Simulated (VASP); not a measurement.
A run of VASP 6.6.1 is set up as follows.

File POSCAR:

```
Tc
1.0
    0.0000000000      1.9500000000      1.9500000000
    1.9500000000      0.0000000000      1.9500000000
    1.9500000000      1.9500000000      0.0000000000
Tc
1
Direct
    0.0000000000      0.0000000000      0.0000000000
```

Contents of INCAR.step1:

```
  ALGO = Normal
  EDIFF = 1E-4
  ENCUT = 520
  GGA = PE
  ISMEAR = -1
  LASPH = True
  LCHARG = False
  LREAL = False
  LWAVE = True
  NBANDS = 12
  NELM = 80
  PREC = Accurate
  SIGMA = 0.05
```

INCAR.step2

```
  ALGO = Normal
  EDIFF = 1E-7
  ENCUT = 520
  ISIF = 2
  ISMEAR = -1
  ISTART = 1
  IVDW = 12
  LASPH = True
  LCHARG = False
  LMIXTAU = True
  LREAL = False
  LWAVE = False
  METAGGA = R2SCAN
  NBANDS = 12
  NELM = 80
  PREC = Accurate
  SIGMA = 0.05
  VDW_A1 = 0.49484001
  VDW_A2 = 5.73083694
  VDW_S6 = 1.0
  VDW_S8 = 0.78981345
```

The input KPOINTS:

```
k-points
0
Gamma
  12 12 12
```

Potentials or basis: VASP PAW PBE potentials, release 64 (Tc_pv).

Command:

```sh
$ cat potpaw_PBE.64/Tc_pv/POTCAR > POTCAR
$ cp INCAR.step1 INCAR
$ mpirun -np 1 vasp_std > vasp.out
$ cp INCAR.step2 INCAR
$ mpirun -np 1 vasp_std > vasp.out
```

Q: Predict the dispersion energy per atom.

A: -0.289 eV.

Q: Estimate the pressure.

A: -13.9 GPa.

Caveat: three body term missing; the PAW data sets were made with another functional, which shifts forces and pressure a little; pairwise dispersion overbinds metals, which lowers pressure and volume.
